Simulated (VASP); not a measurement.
A run of VASP 6.6.1 is set up as follows.

POSCAR

```
HfH3
1.0
    4.5969285523      0.0000000000      0.0000000000
   -2.2984642762      3.9810569057      0.0000000000
    0.0000000000      0.0000000000      3.1904627483
Hf H
2 6
Direct
    0.6666666667      0.3333333333      0.2500000000
    0.3333333333      0.6666666667      0.7500000000
    0.3566373704      0.1783186852      0.7500000000
    0.8216813148      0.1783186852      0.7500000000
    0.8216813148      0.6433626296      0.7500000000
    0.6433626296      0.8216813148      0.2500000000
    0.1783186852      0.8216813148      0.2500000000
    0.1783186852      0.3566373704      0.2500000000
```

File INCAR.step1:

```
SYSTEM = HfH3
  PREC = Accurate
  ENCUT = 520
  ISMEAR = 0
  SIGMA = 0.1
  LREAL = .FALSE.
  LASPH = .TRUE.
  NELM = 80
  NBANDS = 23
  GGA = PE
  ALGO = Normal
  EDIFF = 1E-4
  LWAVE = .TRUE.
  LCHARG = .FALSE.
```

Contents of INCAR.step2:

```
SYSTEM = HfH3
  PREC = Accurate
  ENCUT = 520
  EDIFF = 1E-7
  ISMEAR = 0
  SIGMA = 0.1
  LREAL = .FALSE.
  LASPH = .TRUE.
  NELM = 80
  ALGO = Normal
  ISIF = 2
  LWAVE = .FALSE.
  LCHARG = .FALSE.
  METAGGA = R2SCAN
  LMIXTAU = .TRUE.
  NBANDS = 23
  ISTART = 1
```

Contents of KPOINTS:

```
regular mesh
0
G
  9 9 12
  0 0 0
```

Potentials or basis: VASP PAW PBE potentials, release 64 (Hf_pv, H).

Command:

```bash
$ cat potpaw_PBE.64/Hf_pv/POTCAR potpaw_PBE.64/H/POTCAR > POTCAR
$ cp INCAR.step1 INCAR
$ mpirun -np 1 vasp_std > vasp.out
$ cp INCAR.step2 INCAR
$ mpirun -np 1 vasp_std > vasp.out
```

Problem. What does it give for the pressure?

Solution. 6.5 GPa.

Problem. Predict the band gap on the k mesh.

Solution. Zero (bands 13 and 14 overlap by 4.29 eV).

Forces on the atoms (eV/Å):
```
Hf   0.000  0.000  0.000
Hf   0.000  0.000  0.000
H    0.010  0.006  0.000
H   -0.010  0.006  0.000
H    0.000 -0.011  0.000
H   -0.010 -0.006  0.000
H    0.010 -0.006  0.000
H    0.000  0.011  0.000
```

Caveat: the cell stands under pressure; the PAW data sets were made with another functional, which shifts forces and pressure a little; spin-orbit coupling is left out, which moves the levels of the heavy elements.
